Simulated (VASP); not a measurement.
A run of VASP 6.6.1:

The input INCAR:

```
PREC = Accurate ; ENCUT = 600
EDIFF = 1E-6 ; ISMEAR = 0
SIGMA = 0.01 ; LREAL = F
LASPH = T ; NELM = 120
ALGO = Normal ; ISIF = 2
LWAVE = F ; LCHARG = F
GGA = PE ; NBANDS = 19
GGA_COMPAT = F
```

KPOINTS

```
Automatic mesh
0
Gamma
  5 5 5
```

POSCAR

```
CaF2
1.0
    0.0000000000      2.8191569953      2.8191569953
    2.8191569953      0.0000000000      2.8191569953
    2.8191569953      2.8191569953      0.0000000000
Ca F
1 2
Direct
    0.0000000000      0.0000000000      0.0000000000
    0.2500000000      0.2500000000      0.2500000000
    0.7500000000      0.7500000000      0.7500000000
```

Potentials or basis: VASP PAW PBE potentials, release 64 (Ca_sv, F).

Run with:

```sh
$ cat potpaw_PBE.64/Ca_sv/POTCAR potpaw_PBE.64/F/POTCAR > POTCAR
$ mpirun -np 1 vasp_std > vasp.out
```

Hardware: 1 thread of Intel(R) Xeon(R) Platinum 8559C (Emerald Rapids), on a shared host.

Q: Estimate the wall time of this run.

A: Run time: 7.2 s on 1 thread of Intel(R) Xeon(R) Platinum 8559C (Emerald Rapids), on a shared host, peak memory 0.17 GiB. Counts: scf iterations 13, k points 10.
